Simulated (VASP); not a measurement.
A run of VASP 6.6.1 is set up as follows.

INCAR

```
  PREC = Accurate
  ENCUT = 910
  EDIFF = 1E-6
  ISMEAR = 0
  SIGMA = 0.02
  LREAL = False
  LASPH = True
  NELM = 120
  ALGO = Normal
  ISIF = 2
  LWAVE = False
  LCHARG = False
  NBANDS = 41
  GGA_COMPAT = False
```

The input KPOINTS:

```
regular mesh
0
Gamma
  10 10 6
```

File POSCAR:

```
AlGa3N4
1.0
    0.0000000000     -2.2146118680     -2.2146118680
    2.2116949587      4.4283033789     -2.2136915109
    4.4234114116     -2.2140056839      2.2140056839
Al Ga N
1 3 4
Direct
    0.7502419561      0.5004839121      0.2506246944
    0.4989193682     -0.0021612636      0.4978466038
    0.2501939662      0.5003879323      0.7498384989
    0.0007472989      0.0014945979      0.0019001759
    0.8118465894      0.6236931787      0.9441410516
    0.5669150653      0.1338301307      0.1890739399
    0.3095692533      0.6191385065      0.4296132081
    0.0615665027      0.1231330053      0.6869618275
```

Potentials or basis: VASP PAW LDA potentials, release 64 (Al, Ga_d, N_h).

Command:

```bash
$ cat potpaw_LDA.64/Al/POTCAR potpaw_LDA.64/Ga_d/POTCAR potpaw_LDA.64/N_h/POTCAR > POTCAR
$ mpirun -np 1 vasp_std > vasp.out
```

(1) Predict the band gap on the k mesh.

(2) What does it give for the pressure?

(3) What does it give for the largest force?

Results:

(1) 2.48 eV.

(2) 0.9 GPa.

(3) 0.030 eV/Å.

Caveat: the cutoff is under 1.25 times the usual one of these potentials, so pressure, stress and relaxed cells hold a basis-set (Pulay) error.
